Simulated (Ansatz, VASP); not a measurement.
## Ga3AsP2 in VASP and in Ansatz

```
Ga P As
1.0
    -1.97353    1.97353    8.38292
     1.97353   -1.97353    8.38292
     1.97353    1.97353   -8.38292
Ga P As
3 2 1
Cartesian
  0.0000 0.0000 0.0000
  0.0000 0.0000 11.1078
  0.0000 0.0000 5.6580
  0.0000 1.9735 1.3631
  0.0000 1.9735 7.0198
  1.9735 0.0000 4.1915
```

Alike in both runs: functional PBE; k mesh 10 × 10 × 10; occupations gaussian, width 0.02 eV; no spin polarisation.

Ansatz relaxed the structure, and its values are those at the end. VASP's run is a single point on that final structure, the one shown.

```csv
,VASP,Ansatz
version,VASP 6.6.1,Ansatz 0.2.0
potentials or method,"VASP PAW PBE potentials, release 64 (Ga_d, P, As), cutoff 520 eV","scalar-relativistic, plane waves, PAW"
valence electrons in the cell,54,64
```

|  | VASP | Ansatz | Ansatz less VASP |
| --- | --- | --- | --- |
| gap on the k mesh at the Fermi level (eV) | 1.04 | 1.04 | +0.002 |
| least direct gap on the mesh (eV) | 1.04 | 1.04 | +0.002 |
| pressure (GPa) | 0.1 | 0.0 | -0.07 |
| rms of the force components (eV/Å) | 0.005 | 0.000 | -0.0048 |

With one functional, cell and mesh, what is left measures potentials, basis and numerics. VASP's potentials hold 54 valence electrons a cell and Ansatz's 64, so a difference there can come from the potentials and not from the codes.
